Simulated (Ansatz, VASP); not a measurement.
# Two plane-wave programs on GaN

```
Ga N
1.0
     0.00000    2.27424    2.27424
     2.27424    0.00000    2.27424
     2.27424    2.27424    0.00000
Ga N
1 1
Direct
  0.00530 0.99470 0.00530
  0.72362 0.77638 0.72362
```

Change from the starting cell: mode 4 (516.3 1/cm) frozen in, largest displacement -0.120 Å.

Alike in both runs: task single point; functional PBE; k mesh 10 × 10 × 10; occupations gaussian, width 0.05 eV; no spin polarisation.

```csv
,VASP,Ansatz
version,VASP 6.6.1,Ansatz 0.2.0
potentials or method,"VASP PAW PBE potentials, release 64 (Ga_d, N), cutoff 520 eV","scalar-relativistic, plane waves, PAW"
valence electrons in the cell,18,18
```

Ansatz gave:

```
gap on the k mesh at the Fermi level (eV)                     : 1.33
least direct gap on the mesh (eV)                             : 1.33
pressure (GPa)                                                : 1.9
traceless stress, the component that is largest in VASP (GPa) : -7.19
rms of the force components (eV/Å)                            : 0.928
```

What did VASP give for the same quantities?

gap on the k mesh at the Fermi level (eV): 1.33; least direct gap on the mesh (eV): 1.33; pressure (GPa): 1.9; traceless stress, the component that is largest in VASP (GPa): -7.02; rms of the force components (eV/Å): 0.915.

Atom by atom the forces differ by 0.013 eV/Å (rms over components).
